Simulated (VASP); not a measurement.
# Pt (Im-3m) in VASP: a series of runs

Runs on Pt. Level: PBE. Tasks: single point.

Everything below comes from runs of VASP 6.6.1. Logs are shortened: lines on timing, memory, paths and dates and some standing lists are left out, and cuts for length are marked.

### 1 The cell of the first run

It takes space group Im-3m (No. 229, cubic). Conventional cell: a = 3.176 Å, b = 3.176 Å, c = 3.176 Å, α = 90.00°, β = 90.00°, γ = 90.00°. Within 3.6 Å of Pt (site symmetry m-3m) lie 14 Pt at 2.75 to 3.18 Å.

### 2 Single point, PBE (Pd replaced by Pt, lengths x 0.987, strained)

Contents of INCAR:

```
SYSTEM = Pt
  ALGO = Fast
  EDIFF = 1E-6
  ENCUT = 520
  GGA = PE
  ISIF = 2
  ISMEAR = 0
  LASPH = .TRUE.
  LCHARG = .FALSE.
  LREAL = .FALSE.
  LWAVE = .FALSE.
  NBANDS = 11
  NELM = 80
  PREC = Accurate
  SIGMA = 0.1
```

Contents of KPOINTS:

```
k-points
0
G
  18 18 18
  0 0 0
```

Contents of POSCAR:

```
Pt
1.0
   -1.5881268325      1.5881268325      1.5881268325
    1.5881268325     -1.5881268325      1.5881268325
    1.5881268325      1.5881268325     -1.5881268325
Pt
1
Direct
    0.0000000000      0.0000000000      0.0000000000
```

Potentials or basis: VASP PAW PBE potentials, release 64 (Pt).

Command:

```bash
cat potpaw_PBE.64/Pt/POTCAR > POTCAR
mpirun -np 1 vasp_std > vasp.out
```

OUTCAR:

```text
SYSTEM = Pt
   EDIFF = 1E-6
   ENCUT = 520
   GGA = PE
   ISIF = 2
   ISMEAR = 0
   LASPH = .TRUE.
   LREAL = .FALSE.
   NELM = 80
   PREC = Accurate

 ion  position               nearest neighbor table
   1  0.000  0.000  0.000-

  LATTYP: Found a body centered cubic cell.
 ALAT       =     3.1762536650

  Lattice vectors:

 A1 = (  -1.5881268325,   1.5881268325,   1.5881268325)
 A2 = (   1.5881268325,  -1.5881268325,   1.5881268325)
 A3 = (   1.5881268325,   1.5881268325,  -1.5881268325)

Analysis of symmetry for initial positions (statically):
=====================================================================
 Subroutine PRICEL returns:
 Original cell was already a primitive cell.

 Routine SETGRP: Setting up the symmetry group for a
 body centered cubic supercell.

 Subroutine GETGRP returns: Found 48 space group operations
 (whereof 48 operations were pure point group operations)
 out of a pool of 48 trial point group operations.

The static configuration has the point symmetry O_h .

Analysis of symmetry for dynamics (positions and initial velocities):
=====================================================================
 Subroutine PRICEL returns:
 Original cell was already a primitive cell.

 Routine SETGRP: Setting up the symmetry group for a
 body centered cubic supercell.

 Subroutine GETGRP returns: Found 48 space group operations
 (whereof 48 operations were pure point group operations)
 out of a pool of 48 trial point group operations.

The dynamic configuration has the point symmetry O_h .

 Subroutine INISYM returns: Found 48 space group operations
 (whereof 48 operations are pure point group operations),
 and found     1 'primitive' translations

----------------------------------------------------------------------------------------

                                     Primitive cell

  volume of cell :      16.0220

  direct lattice vectors                    reciprocal lattice vectors
    -1.588126832  1.588126832  1.588126832     0.000000000  0.314836315  0.314836315
     1.588126832 -1.588126832  1.588126832     0.314836315  0.000000000  0.314836315
     1.588126832  1.588126832 -1.588126832     0.314836315  0.314836315  0.000000000

  length of vectors
     2.750716363  2.750716363  2.750716363     0.445245787  0.445245787  0.445245787

[... 77 lines left out ...]
   NELM   =     80;   NELMIN=  2; NELMDL= -5     # of ELM steps
   EDIFF  = 0.1E-05   stopping-criterion for ELM
   LREAL  =      F    real-space projection
   EDIFFG = 0.1E-04   stopping-criterion for IOM
   NSW    =      0    number of steps for IOM
   IBRION =     -1    ionic relax: 0-MD 1-quasi-New 2-CG
   NFREE  =      0    steps in history (QN), initial steepest desc. (CG)
   ISIF   =      2    stress and relaxation
   ISYM   =      2    0-nonsym 1-usesym 2-fastsym
   POTIM  = 0.5000    time-step for ionic-motion
   TEBEG  =    0.0;   TEEND  =   0.0 temperature during run
   PSTRESS=    0.0 pullay stress
   NELECT =      10.0000    total number of electrons
   NUPDOWN=      -1.0000    fix difference up-down
   EMIN   =  10.00;   EMAX   =-10.00  energy-range for DOS
   EFERMI =   0.00;   METHOD = LEGACY
   ISMEAR =     0;   SIGMA  =   0.10  broadening in eV -4-tet -1-fermi 0-gaus
   EFERMI_NEDOS =   21; number of points for ismear=-14 and -15
   IALGO  =     68    algorithm
   IMIX   =      4    mixing-type and parameters
     AMIX     =   0.40;   BMIX     =  1.00
     AMIX_MAG =   1.60;   BMIX_MAG =  1.00
  volume/ion in A,a.u.               =      16.02       108.12
  Fermi-wavevector in a.u.,A,eV,Ry     =   1.399060  2.643840 26.631618  1.957369
  Thomas-Fermi vector in A             =   2.522157
   LORBIT       =      0    0 simple, 1 ext, 2 COOP (PROOUT), +10 PAW based schemes
   GGA     = PE    functional components
   LHFCALC =     F    Hartree Fock is set to
   AEXX    =    0.0000 exact exchange contribution
   IVDW    =     0    specifies the selected vdW correction
   LEPSILON=     F    determine dielectric tensor
   LRPA    =     F    only Hartree local field effects (RPA)
 non-spin polarized calculation
 RMM-DIIS sequential band-by-band and
 Gauss-broadening in eV      SIGMA  =   0.10
  energy-cutoff  :      520.00
  volume of cell :       16.02
 maximum number of plane-waves:       444
   NGX = 11   NGY = 11   NGZ = 11

 number of electron      10.0000001 magnetization

 Free energy of the ion-electron system (eV)
  ---------------------------------------------------
  ext. energy  EPLUGINS =         0.00000000
  ---------------------------------------------------
  free energy    TOTEN  =        -6.00647221 eV

  energy without entropy =       -6.00287453  energy(sigma->0) =       -6.00467337

 E-fermi :   9.9898     XC(G=0): -13.1214

 val. band max:        9.9750892572   @ k =  -0.3889   0.3889   0.2222
 cond. band min:      10.0020187549   @ k =  -0.3889   0.5000   0.0556
 fundamental gap:      0.0269294977
 Fermi energy:         9.9898293402

 k-point     1 :       0.0000    0.0000    0.0000
  band No.  band energies     occupation
      1       0.6001      2.00000
      2       6.5454      2.00000
      3       6.5454      2.00000
      4       6.5454      2.00000
      5       8.9774      2.00000
      6       8.9775      2.00000
      7      27.0547      0.00000
      8      27.0547      0.00000
      9      27.0547      0.00000
     10      36.9211      0.00000
     11      36.9405      0.00000
[... 309 lines left out ...]
 k-point    24 :       0.3889    0.1111    0.0000
  band No.  band energies     occupation
      1       3.8394      2.00000
      2       5.2856      2.00000
      3       8.0818      2.00000
      4       8.7856      2.00000
      5       9.6655      2.00000
      6      12.0955      0.00000
      7      16.8255      0.00000
      8      23.2305      0.00000
      9      25.1985      0.00000
     10      33.2504      0.00000
     11      34.2308      0.00000

 [... further k-points ...]
[... 5 lines left out ...]
  --------------------------------------------------------------------------------------
  -------------------------------------------------------------------------------------
  Total       -0.3387628     -0.3387628     -0.3387628      0.0000000      0.0000000     -0.0000000
  in kB      -33.8758933    -33.8758933    -33.8758933      0.0000000      0.0000000     -0.0000000
  external PRESSURE =     -33.8758933 kB  Pullay stress =       0.0000000 kB

 VOLUME and BASIS-vectors are now :
 -----------------------------------------------------------------------------
  energy-cutoff  :      520.00
  volume of cell :       16.02
      direct lattice vectors                 reciprocal lattice vectors
    -1.588126832  1.588126832  1.588126832     0.000000000  0.314836315  0.314836315
     1.588126832 -1.588126832  1.588126832     0.314836315  0.000000000  0.314836315
     1.588126832  1.588126832 -1.588126832     0.314836315  0.314836315  0.000000000

 POSITION                                       TOTAL-FORCE (eV/Angst)
 -----------------------------------------------------------------------------------
      0.00000      0.00000      0.00000         0.000000      0.000000     -0.000000
 -----------------------------------------------------------------------------------
    total drift:                                0.000000     -0.000000      0.000000

  FREE ENERGIE OF THE ION-ELECTRON SYSTEM (eV)
  ---------------------------------------------------
  free  energy   TOTEN  =        -6.0064722086 eV

  energy  without entropy=       -6.0028745308  energy(sigma->0) =       -6.00467337
```

OSZICAR:

```text
N       E                     dE             d eps       ncg     rms          rms(c)
DAV:   1     0.397081530645E+02    0.39708E+02   -0.53699E+03  4402   0.842E+02
DAV:   2    -0.573012250277E+01   -0.45438E+02   -0.43679E+02  4896   0.174E+02
DAV:   3    -0.636831568509E+01   -0.63819E+00   -0.63540E+00  5016   0.195E+01
DAV:   4    -0.637080904413E+01   -0.24934E-02   -0.24932E-02  4967   0.145E+00
DAV:   5    -0.637082982509E+01   -0.20781E-04   -0.20780E-04  5052   0.122E-01    0.105E+01
RMM:   6    -0.603912950267E+01    0.33170E+00   -0.34199E-01  4304   0.495E+00    0.556E+00
RMM:   7    -0.600916569631E+01    0.29964E-01   -0.57673E-02  4509   0.220E+00    0.233E+00
RMM:   8    -0.600672619821E+01    0.24395E-02   -0.68230E-03  4638   0.718E-01    0.535E-01
RMM:   9    -0.600645686339E+01    0.26933E-03   -0.78169E-04  4903   0.243E-01    0.371E-02
RMM:  10    -0.600647062611E+01   -0.13763E-04   -0.11799E-04  4980   0.820E-02    0.491E-02
RMM:  11    -0.600647178461E+01   -0.11585E-05   -0.12711E-05  4948   0.251E-02    0.845E-03
RMM:  12    -0.600647220859E+01   -0.42398E-06   -0.31864E-06  3940   0.121E-02
   1 F= -.60064722E+01 E0= -.60046734E+01  d E =-.359768E-02
```

Wall time 15 s (1 thread of AMD EPYC 9R45 (Zen 5), shared host); peak memory 0.12 GiB.

Results:

```yaml
Free_energy: -6.0065 eV
Pressure: -3.4 GPa
Band_gap_on_the_k_mesh: zero (band 5 reaches 10.95 eV, above the bottom of band 6 at 8.86 eV)
```

Levels at points of the mesh, in eV from the Fermi level:
| k point | band 3 | band 4 | band 5 | band 6 | band 7 | band 8 |
| --- | --- | --- | --- | --- | --- | --- |
| (0.00, 0.00, 0.00) | -3.44 | -3.44 | -1.01 | -1.01 | 17.06 | 17.06 |
| (0.50, 0.00, 0.00) | -1.19 | -0.70 | 0.28 | 0.98 | 6.14 | 13.23 |
| (0.50, 0.50, 0.50) | 0.47 | 0.47 | 0.47 | 7.60 | 7.60 | 7.60 |

Caveat: the cell differs from its parent crystal (Pd replaced by Pt, lengths x 0.987, strained); spin-orbit coupling is left out, which moves the levels of the heavy elements.

### 3 Single point, PBE (Pd replaced by Pt, lengths x 0.987, strained)

Contents of INCAR:

```
PREC = Accurate ; ENCUT = 520
EDIFF = 1E-6 ; ISMEAR = 0
SIGMA = 0.1 ; LREAL = F
LASPH = T ; NELM = 60
ALGO = Normal ; ISIF = 2
LWAVE = F ; LCHARG = F
GGA = PE ; NBANDS = 11
```

Contents of KPOINTS:

```
regular mesh
0
Gamma
  20 20 20
```

Contents of POSCAR:

```
Pt
1.0
   -1.5035006062      1.5035006062      1.5035006062
    1.5035006062     -1.5035006062      1.5035006062
    1.5035006062      1.5035006062     -1.5035006062
Pt
1
Direct
    0.0000000000      0.0000000000      0.0000000000
```

Potentials or basis: VASP PAW PBE potentials, release 64 (Pt).

Command:

```bash
cat potpaw_PBE.64/Pt/POTCAR > POTCAR
mpirun -np 1 vasp_std > vasp.out
```

Wall time 22 s (1 thread of Intel Xeon Platinum 8375C at 2.90GHz (Ice Lake), shared host); peak memory 0.15 GiB.

The run converged. Its results:

| Quantity | Value |
| --- | --- |
| Free energy | -5.6922 eV |
| Pressure | 53.8 GPa |
| Band gap on the k mesh | zero (band 5 reaches 14.45 eV, above the bottom of band 6 at 11.65 eV) |

Levels at points of the mesh, in eV from the Fermi level:
| k point | band 3 | band 4 | band 5 | band 6 | band 7 | band 8 |
| --- | --- | --- | --- | --- | --- | --- |
| (0.00, 0.00, 0.00) | -4.33 | -4.33 | -1.24 | -1.24 | 16.99 | 16.99 |
| (0.50, 0.00, 0.00) | -1.43 | -0.78 | -0.16 | 1.46 | 7.77 | 13.23 |
| (0.50, 0.50, 0.50) | 0.77 | 0.77 | 0.77 | 8.07 | 8.07 | 8.07 |

Caveat: the cell differs from its parent crystal (Pd replaced by Pt, lengths x 0.987, strained); spin-orbit coupling is left out, which moves the levels of the heavy elements.
